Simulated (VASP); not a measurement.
# SnSe (P6_3mc) in VASP: notebook, part 2 of 2

VASP 6.6.1.

## (5) Single point, PBE

This run uses another cell than the first one, of 35.72 Å³/atom.

File INCAR:

```
PREC = Accurate
ENCUT = 520
EDIFF = 1E-7
ISMEAR = -1
SIGMA = 0.01
LREAL = F
LASPH = T
NELM = 100
ALGO = Normal
ISIF = 2
LWAVE = F
LCHARG = T
GGA = PE
LELF = T
LVHAR = T
NBANDS = 28
```

File KPOINTS:

```
regular mesh
0
Gamma
  5 5 4
```

File POSCAR:

```
SnSe
1.0
    5.1387774288      0.0000000000      0.0000000000
   -2.5693887144      4.4503117977      0.0000000000
    0.0000000000      0.0000000000      6.2480904030
Sn Se
2 2
Direct
    0.3333333333      0.6666666667     -0.0424902251
    0.6666666667      0.3333333333      0.4575097749
    0.3333333333      0.6666666667      0.4174902251
    0.6666666667      0.3333333333      0.9174902251
```

Potentials or basis: VASP PAW PBE potentials, release 64 (Sn_d, Se).

Launch:

```sh
> cat potpaw_PBE.64/Sn_d/POTCAR potpaw_PBE.64/Se/POTCAR > POTCAR
> mpirun -np 1 vasp_std > vasp.out
```

OUTCAR:

```text
PREC = Accurate
   ENCUT = 520
   EDIFF = 1E-7
   ISMEAR = -1
   LREAL = F
   LASPH = T
   NELM = 100
   ISIF = 2
   GGA = PE

 ion  position               nearest neighbor table
   1  0.333  0.667  0.958-   3 2.87   4 2.98   4 2.98   4 2.98
   2  0.667  0.333  0.458-   4 2.87   3 2.98   3 2.98   3 2.98
   3  0.333  0.667  0.417-   1 2.87   2 2.98   2 2.98   2 2.98
   4  0.667  0.333  0.917-   2 2.87   1 2.98   1 2.98   1 2.98

  LATTYP: Found a hexagonal cell.
 ALAT       =     5.1387774288
 C/A-ratio  =     1.2158709906

  Lattice vectors:

 A1 = (   5.1387774288,   0.0000000000,   0.0000000000)
 A2 = (  -2.5693887144,   4.4503117977,   0.0000000000)
 A3 = (   0.0000000000,   0.0000000000,   6.2480904030)

Analysis of symmetry for initial positions (statically):
=====================================================================
 Subroutine PRICEL returns:
 Original cell was already a primitive cell.

 Routine SETGRP: Setting up the symmetry group for a
 hexagonal supercell.

 Subroutine GETGRP returns: Found 12 space group operations
 (whereof  6 operations were pure point group operations)
 out of a pool of 24 trial point group operations.

The static configuration has the point symmetry C_3v.
 The point group associated with its full space group is C_6v.

Analysis of symmetry for dynamics (positions and initial velocities):
=====================================================================
 Subroutine PRICEL returns:
 Original cell was already a primitive cell.

 Routine SETGRP: Setting up the symmetry group for a
 hexagonal supercell.

 Subroutine GETGRP returns: Found 12 space group operations
 (whereof  6 operations were pure point group operations)
[... 110 lines left out ...]
   EMIN   =  10.00;   EMAX   =-10.00  energy-range for DOS
   EFERMI =   0.00;   METHOD = LEGACY
   ISMEAR =    -1;   SIGMA  =   0.01  broadening in eV -4-tet -1-fermi 0-gaus
   EFERMI_NEDOS =   21; number of points for ismear=-14 and -15
   IALGO  =     38    algorithm
   IMIX   =      4    mixing-type and parameters
     AMIX     =   0.40;   BMIX     =  1.00
     AMIX_MAG =   1.60;   BMIX_MAG =  1.00
  volume/ion in A,a.u.               =      35.72       241.06
  Fermi-wavevector in a.u.,A,eV,Ry     =   1.070933  2.023770 15.604488  1.146898
  Thomas-Fermi vector in A             =   2.206658
   LORBIT       =      0    0 simple, 1 ext, 2 COOP (PROOUT), +10 PAW based schemes
   GGA     = PE    functional components
   LHFCALC =     F    Hartree Fock is set to
   AEXX    =    0.0000 exact exchange contribution
   IVDW    =     0    specifies the selected vdW correction
   LEPSILON=     F    determine dielectric tensor
   LRPA    =     F    only Hartree local field effects (RPA)
 non-spin polarized calculation
  energy-cutoff  :      520.00
  volume of cell :      142.89
 maximum number of plane-waves:      3900
 NGX is ok and might be reduce to    40
   NGX = 19   NGY = 19   NGZ = 23

 number of electron      39.9999999 magnetization

 Free energy of the ion-electron system (eV)
  ---------------------------------------------------
  ext. energy  EPLUGINS =         0.00000000
  ---------------------------------------------------
  free energy    TOTEN  =       -16.02802318 eV

  energy without entropy =      -16.02802318  energy(sigma->0) =      -16.02802318

 E-fermi :   3.2690     XC(G=0):  -8.1150

 val. band max:        3.0222753488   @ k =   0.4000   0.2000   0.5000
 cond. band min:       4.2328527720   @ k =   0.4000   0.2000   0.5000
 fundamental gap:      1.2105774231
 Fermi energy:         3.2689795504

 k-point     1 :       0.0000    0.0000    0.0000
  band No.  band energies     occupation
      1     -18.3553      2.00000
      2     -18.3534      2.00000
      3     -18.3534      2.00000
      4     -18.3532      2.00000
      5     -18.3532      2.00000
      6     -18.3430      2.00000
[... 454 lines left out ...]
     27       9.0959      0.00000
     28       9.0959      0.00000

------------------------ aborting loop because EDIFF is reached ----------------------------------------

  FORCE on cell =-STRESS in cart. coord.  units (eV):
  Direction    XX          YY          ZZ          XY          YZ          ZX
  --------------------------------------------------------------------------------------
  -------------------------------------------------------------------------------------
  Total       -0.6036237     -0.6036237     -0.6196235      0.0000000      0.0000000      0.0000000
  in kB       -6.7682956     -6.7682956     -6.9476976      0.0000000      0.0000000      0.0000000
  external PRESSURE =      -6.8280963 kB  Pullay stress =       0.0000000 kB

 VOLUME and BASIS-vectors are now :
 -----------------------------------------------------------------------------
  energy-cutoff  :      520.00
  volume of cell :      142.89
      direct lattice vectors                 reciprocal lattice vectors
     5.138777429  0.000000000  0.000000000     0.194598815  0.112351678  0.000000000
    -2.569388714  4.450311798  0.000000000     0.000000000  0.224703357  0.000000000
     0.000000000  0.000000000  6.248090403     0.000000000  0.000000000  0.160048901

 POSITION                                       TOTAL-FORCE (eV/Angst)
 -----------------------------------------------------------------------------------
     -0.00000      2.96687      5.98261        -0.000000      0.000000      0.033465
      2.56939      1.48344      2.85856         0.000000      0.000000      0.033465
     -0.00000      2.96687      2.60852         0.000000     -0.000000     -0.033465
      2.56939      1.48344      5.73256        -0.000000      0.000000     -0.033465
 -----------------------------------------------------------------------------------
    total drift:                               -0.000000      0.000000     -0.000143

  FREE ENERGIE OF THE ION-ELECTRON SYSTEM (eV)
  ---------------------------------------------------
  free  energy   TOTEN  =       -16.0280231754 eV

  energy  without entropy=      -16.0280231754  energy(sigma->0) =      -16.02802318
```

It took 93 s on 1 thread of Intel Xeon 8259CL, shared host; peak memory 0.28 GiB.

Results:

| Item | Value |
| --- | --- |
| Free energy | -16.0280 eV |
| Pressure | -0.7 GPa |
| Largest force | 0.033 eV/Å |
| Band gap on the k mesh | 1.21 eV |

Forces in eV/Å, atoms in the order of the input:
```
Sn   0.000  0.000  0.033
Sn   0.000  0.000  0.033
Se   0.000  0.000 -0.033
Se   0.000  0.000 -0.033
```

Levels at points of the mesh, in eV from the valence-band top:
| k point | band 16 | band 17 | band 18 | band 19 | band 20 | band 21 | band 22 | band 23 | band 24 | band 25 |
| --- | --- | --- | --- | --- | --- | --- | --- | --- | --- | --- |
| (0.00, 0.00, 0.00) | -3.06 | -3.06 | -1.87 | -1.87 | -1.81 | 1.47 | 1.47 | 2.93 | 2.93 | 4.32 |
| (0.00, 0.00, 0.50) | -2.51 | -2.51 | -2.51 | -1.26 | -1.26 | 1.91 | 1.91 | 1.91 | 1.91 | 2.27 |

Caveat: spin-orbit coupling is left out, which moves the levels of the heavy elements; an odd mesh through Γ misses points on the zone boundary, where band edges can lie.

## (6) Relaxation of cell and atoms, PBE

This run uses another cell than the first one, of 33.30 Å³/atom.

File INCAR:

```
ALGO = Normal
EDIFF = 1E-7
EDIFFG = -0.02
ENCUT = 600
GGA = PE
IBRION = 2
ISIF = 3
ISMEAR = -1
LASPH = True
LCHARG = False
LREAL = False
LWAVE = False
NELM = 60
NSW = 80
PREC = Accurate
SIGMA = 0.01
```

File KPOINTS:

```
k-points
0
Gamma
  6 6 3
```

File POSCAR:

```
SnSe
1.0
    4.5500000000      0.0000000000      0.0000000000
   -2.2750000000      3.9404155872      0.0000000000
    0.0000000000      0.0000000000      7.4301500000
Sn Se
2 2
Direct
    0.3333333333      0.6666666667      0.0000000000
    0.6666666667      0.3333333333      0.5000000000
    0.3333333333      0.6666666667      0.3750000000
    0.6666666667      0.3333333333      0.8750000000
```

Potentials or basis: VASP PAW PBE potentials, release 64 (Sn_d, Se).

Launch:

```sh
> cat potpaw_PBE.64/Sn_d/POTCAR potpaw_PBE.64/Se/POTCAR > POTCAR
> mpirun -np 1 vasp_std > vasp.out
```

It took 29 min on 1 thread of Intel Xeon 8259CL, shared host; peak memory 0.31 GiB.

The run converged. Its results:

| Property | Result |
| --- | --- |
| Free energy | -16.1425 eV |
| Relaxed volume | 34.32 Å³/atom |
| Relaxed cell | a = 5.136 Å, b = 5.136 Å, c = 6.010 Å, α = 90.00°, β = 90.00°, γ = 120.00° |
| Space group after relaxing (to 0.1 Å) | P6_3/mmc (No. 194) |
| Energy gained by relaxing | 184.9 meV/atom |
| Ionic steps | 30 |
| Pressure after relaxing | 0.0 GPa |
| Largest force after relaxing | 0.014 eV/Å |
| Band gap on the k mesh | 1.25 eV (least direct gap 1.62 eV) |

Forces on the atoms (eV/Å):
```
Sn   0.000  0.000 -0.014
Sn   0.000  0.000 -0.014
Se   0.000  0.000  0.014
Se   0.000  0.000  0.014
```

Step by step:
```
step  energy change (eV)  largest force (eV/Å)  pressure (GPa)  volume (Å³)
   1              0.0000                0.0540            5.91       133.21
   2             -0.3202                0.0134           -0.97       158.33
   3             -0.3350                0.0107           -0.01       153.28
   4             -0.3349                0.0112           -0.09       153.70
   5             -0.3396                0.0439           -0.09       153.64
   6             -0.3517                0.1559           -0.02       153.41
   7             -0.3568                0.4552            0.28       152.71
   8             -0.3589                0.3207            0.13       153.03
   9             -0.3614                0.3289            0.11       153.08
  10             -0.3688                0.3550            0.07       153.21
  11             -0.3832                0.4124            0.00       153.43
  12             -0.4063                0.5519           -0.12       153.67
  13             -0.3853                0.9473           -0.01       153.38
  14             -0.4077                0.6825           -0.12       153.69
  15             -0.4142                0.6774           -0.17       153.74
  16             -0.4319                0.6645           -0.35       153.87
  17             -0.4584                0.6457           -0.66       154.02
  18             -0.4592                0.6327           -1.05       153.93
  19             -0.4664                0.6463           -0.89       154.04
  20             -0.5033                0.5511           -1.02       153.13
  21             -0.5903                0.3210           -1.31       150.42
  22             -0.6891                0.0761           -1.35       145.07
  23             -0.6700                0.2242            1.41       134.66
  24             -0.7169                0.0445           -0.98       142.13
  25             -0.7292                0.0010           -0.17       138.45
  26             -0.7298                0.0155           -0.40       139.26
  27             -0.7299                0.0109           -0.32       138.97
  28             -0.7387                0.0129           -0.22       138.21
  29             -0.7392                0.0123           -0.18       138.00
  30             -0.7396                0.0144            0.01       137.29
```

Final structure:
```xyz
4
Lattice="5.1362 0.0000 0.0000 -2.5681 4.4480 0.0000 0.0000 0.0000 6.0096" Properties=species:S:1:pos:R:3 pbc="T T T"
Sn    0.0000    2.9654    5.6546
Sn    2.5681    1.4827    2.6498
Se    0.0000    2.9654    2.6086
Se    2.5681    1.4827    5.6134
```

Levels at points of the mesh, in eV from the valence-band top:
| k point | band 16 | band 17 | band 18 | band 19 | band 20 | band 21 | band 22 | band 23 | band 24 |
| --- | --- | --- | --- | --- | --- | --- | --- | --- | --- |
| (0.00, 0.00, 0.00) | -3.27 | -3.27 | -2.02 | -1.91 | -1.91 | 1.39 | 1.39 | 2.99 | 2.99 |
| (0.50, 0.00, 0.00) | -3.86 | -3.10 | -2.22 | -2.05 | -0.44 | 2.37 | 3.19 | 3.61 | 4.23 |

Caveat: a cell axis changed by over 15 % at a fixed basis, so the end point is rough; spin-orbit coupling is left out, which moves the levels of the heavy elements; an odd mesh through Γ misses points on the zone boundary, where band edges can lie.

## (7) Overview

```tsv
task	cell	k mesh	cutoff (eV)	gap on the mesh (eV)	pressure (GPa)	largest force (eV/Å)
single point	a = 5.071, b = 5.071, c = 6.165 Å, angles 90.0, 90.0, 120.0°, 4 atoms, atomic positions A	5 × 5 × 4	520	1.17	0.8	0.05
single point	a = 5.105, b = 5.105, c = 6.207 Å, angles 90.0, 90.0, 120.0°, 4 atoms, atomic positions A	5 × 5 × 4	520	1.19	0.0	0.01
single point	a = 5.139, b = 5.139, c = 6.248 Å, angles 90.0, 90.0, 120.0°, 4 atoms, atomic positions A	5 × 5 × 4	520	1.21	-0.7	0.03
relaxation of cell and atoms	relaxed from a = 4.550, b = 4.550, c = 7.430 Å, angles 90.0, 90.0, 120.0°, 4 atoms, atomic positions B	6 × 6 × 3	600	1.25	0.0	0.01
```

Alike in all rows: level PBE; potentials or basis VASP PAW PBE potentials, release 64 (Sn_d, Se); no spin polarisation; smearing fermi-dirac 0.01 eV.

Caveats: spin-orbit coupling is left out, which moves the levels of the heavy elements; an odd mesh through Γ misses points on the zone boundary, where band edges can lie; a cell axis changed by over 15 % at a fixed basis, so the end point is rough (at least some runs).

Total energies depend on the potentials used, so only differences within one code and one set of settings carry meaning.
